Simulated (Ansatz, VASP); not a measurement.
# Two plane-wave programs on PbO2

```
Pb O
1.0
     5.08079    0.00000    0.00000
     0.00000    5.08079    0.00000
     0.00000    0.00000    3.44308
Pb O
2 4
Direct
  0.00000 0.00000 0.00000
  0.50000 0.50000 0.50000
  0.30801 0.30801 0.00000
  0.19199 0.80801 0.50000
  0.80801 0.19199 0.50000
  0.69199 0.69199 0.00000
```

Alike in both runs: functional PBE; k mesh 8 × 8 × 10; occupations gaussian, width 0.01 eV; no spin polarisation.

Ansatz relaxed the structure, and its values are those at the end. VASP's run is a single point on that final structure, the one shown.

|  | VASP | Ansatz |
| --- | --- | --- |
| version | VASP 6.6.1 | Ansatz 0.2.0 |
| potentials or method | VASP PAW PBE potentials, release 64 (Pb_d, O), cutoff 520 eV | scalar-relativistic, plane waves, PAW |
| valence electrons in the cell | 52 | 52 |

|  | VASP | Ansatz | Ansatz less VASP |
| --- | --- | --- | --- |
| gap on the k mesh at the Fermi level (eV) | 0.01 | 0.02 | +0.009 |
| least direct gap on the mesh (eV) | 0.01 | 0.02 | +0.009 |
| pressure (GPa) | 0.2 | 0.0 | -0.22 |
| rms of the force components (eV/Å) | 0.006 | 0.000 | -0.0055 |

Neither program's run includes spin-orbit coupling.
